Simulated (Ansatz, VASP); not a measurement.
One calculation of GdN, two programs

POSCAR

```
GdN
1.0
    0.0000000000      2.4865793985      2.4865793985
    2.4865793985      0.0000000000      2.4865793985
    2.4865793985      2.4865793985      0.0000000000
Gd N
1 1
Direct
    0.0000000000      0.0000000000      0.0000000000
    0.5000000000      0.5000000000      0.5000000000
```

The input INCAR.step1:

```
  ALGO = Normal
  EDIFF = 1E-4
  ENCUT = 520
  GGA = PE
  ISMEAR = 0
  ISPIN = 2
  LASPH = True
  LCHARG = False
  LMAXMIX = 6
  LREAL = False
  LWAVE = True
  MAGMOM = 7.62 0
  NBANDS = 22
  NELM = 150
  PREC = Accurate
  SIGMA = 0.05
```

File INCAR.step2:

```
  ALGO = Normal
  EDIFF = 1E-6
  ENCUT = 520
  ISIF = 2
  ISMEAR = 0
  ISPIN = 2
  ISTART = 1
  LASPH = True
  LCHARG = False
  LMAXMIX = 6
  LMIXTAU = True
  LORBIT = 11
  LREAL = False
  LWAVE = False
  MAGMOM = 7.62 0
  METAGGA = R2SCAN
  NBANDS = 22
  NELM = 150
  PREC = Accurate
  SIGMA = 0.05
```

KPOINTS

```
k-points
0
Gamma
  12 12 12
```

Input for Ansatz:

```yaml
crystal:
  lattice:
    - [0.0, 2.4865793985, 2.4865793985]
    - [2.4865793985, 0.0, 2.4865793985]
    - [2.4865793985, 2.4865793985, 0.0]
  atoms:
    - { symbol: Gd, position: [0.0, 0.0, 0.0], spin: 7.62 }
    - { symbol: "N", position: [0.5, 0.5, 0.5] }
basis:
  ecutwfc: 500
  ecutrho_ratio: 4
kpoints:
  mp_grid: { grid: [12, 12, 12] }
hamiltonian:
  xc: r2scan
scf:
  occupations: { method: gaussian, width: 0.05 }
output:
  forces: true
  stress: true
  eigenvalues: true
  populations: true
magnetization:
  spin_polarized: true
```

Alike in both runs: task single point; functional r2SCAN; k mesh 12 × 12 × 12; occupations gaussian, width 0.05 eV; collinear spin.

```csv
,VASP,Ansatz
version,VASP 6.6.1,Ansatz 0.2.0
potentials or method,"VASP PAW PBE potentials, release 64 (Gd, N), cutoff 520 eV","scalar-relativistic, plane waves, PAW"
valence electrons in the cell,23,23
```

Ansatz gave:

| Item | Value |
| --- | --- |
| gap on the k mesh at the Fermi level (eV) | none |
| pressure (GPa) | 0.0 |
| net moment per atom (μB) | 3.50 |
| size of the moment on the site where the two differ most (μB) | 6.93 |

**Question.** Which values does VASP return?

**Answer.** gap on the k mesh at the Fermi level (eV): none; pressure (GPa): 0.1; net moment per atom (μB): 3.50; size of the moment on the site where the two differ most (μB): 6.79.

VASP's potentials were made for PBE, not for r2SCAN. Site moments also hang on the region over which each program counts them. A gap of «none» marks a metal or a gap that the smearing closes. With one functional, cell and mesh, what is left measures potentials, basis and numerics. Ansatz's warnings: stability check not made.

Spin-orbit coupling is off throughout.
